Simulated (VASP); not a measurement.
**Rb4O: single point with PBE**

The system is Rb4O.

```xyz
5
Lattice="-5.7908 5.7908 2.5376 5.7908 -5.7908 2.5376 5.7908 5.7908 -2.5376" Properties=species:S:1:pos:R:3 pbc="T T T"
Rb    3.2028    5.7908    0.0000
Rb    2.5880    0.0000    2.5376
Rb    5.7908    3.2028    0.0000
Rb    0.0000    2.5880    2.5376
O     0.0000    0.0000    2.5376
```

The cell was built from a structure type or drawn by symmetry, and may not be a known phase.

| Item | Value |
| --- | --- |
| Program | VASP 6.6.1 |
| Task | single point |
| Functional | PBE |
| Potentials or basis | VASP PAW PBE potentials, release 64 (Rb_sv, O) |
| Cutoff | 520 eV |
| k mesh | 6 × 6 × 6 |
| Occupations | gaussian, width 0.1 eV |
| Spin | no spin polarisation |
| Dipole correction | no |
| Further INCAR settings | ALGO = Normal; EDIFF = 1e-07; NBANDS = 29 |

- Pressure: 0.1 GPa
- Largest force: 0.028 eV/Å
- Band gap on the k mesh: zero (bands 21 and 22 overlap by 0.98 eV)

Forces in eV/Å, atoms in the order of the input:
```
Rb  -0.028  0.000  0.000
Rb   0.028  0.000  0.000
Rb   0.000 -0.028  0.000
Rb   0.000  0.028  0.000
O    0.000  0.000  0.000
```

Stress tensor (GPa, compression positive):
```
0.08 0.00 0.00
0.00 0.08 0.00
0.00 0.00 0.00
```

Levels at points of the mesh, in eV from the Fermi level:
```tsv
k point	band 19	band 20	band 21	band 22	band 23	band 24
(0.00, 0.00, 0.00)	-1.08	-1.08	-0.81	0.84	1.03	1.03
(0.50, 0.00, 0.00)	-1.04	-1.01	0.40	0.67	1.13	1.28
(0.50, 0.50, 0.00)	-1.01	-0.81	-0.56	-0.44	1.19	1.37
(0.50, 0.50, 0.50)	-1.08	-0.81	-0.27	-0.17	-0.17	0.79
```

Run time: 7.9 min on 1 thread of Intel(R) Xeon(R) Platinum 8488C (Sapphire Rapids), on a shared host, peak memory 0.68 GiB.
